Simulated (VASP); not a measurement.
Runs of VASP 6.6.1 on ZrS2. It takes space group P-3m1 (No. 164, trigonal). The conventional cell has a = 3.691 Å, b = 3.691 Å, c = 6.041 Å, α = 90.00°, β = 90.00°, γ = 120.00°. Zr (site symmetry -3m) has 6 S at 2.57 Å within 3.4 Å. Within 3.4 Å of S (site symmetry 3m) lie 3 Zr at 2.57 Å. 

| level | potentials or basis | gap on the mesh (eV) | pressure (GPa) | largest force (eV/Å) |
| --- | --- | --- | --- | --- |
| revPBE | VASP PAW PBE potentials, release 64 (Zr_sv, S) | 1.08 | (a) | 0.10 |
| BLYP | VASP PAW PBE potentials, release 64 (Zr_sv, S) | 1.07 | (b) | 0.29 |
| PBEsol | VASP PAW PBE potentials, release 64 (Zr_sv, S) | 0.97 | -2.5 | (d) |
| LDA | VASP PAW LDA potentials, release 64 (Zr_sv, S) | (c) | -4.5 | 0.28 |

Alike in all rows: task single point; no spin polarisation; cell as given; k mesh 12 × 12 × 4; cutoff (eV) 500; smearing fermi-dirac 0.05 eV.

Estimate the missing entries.

(a) 2.0; (b) 4.2; (c) 0.92; (d) 0.13.

Caveats: the PAW data sets were made with another functional, which shifts forces and pressure a little (some runs); this functional lacks dispersion, which binds the layers, so the pressure and a relaxed spacing across them are unreliable (some runs).

A k mesh can miss the band edges, and the runs leave out spin-orbit coupling on Zr.
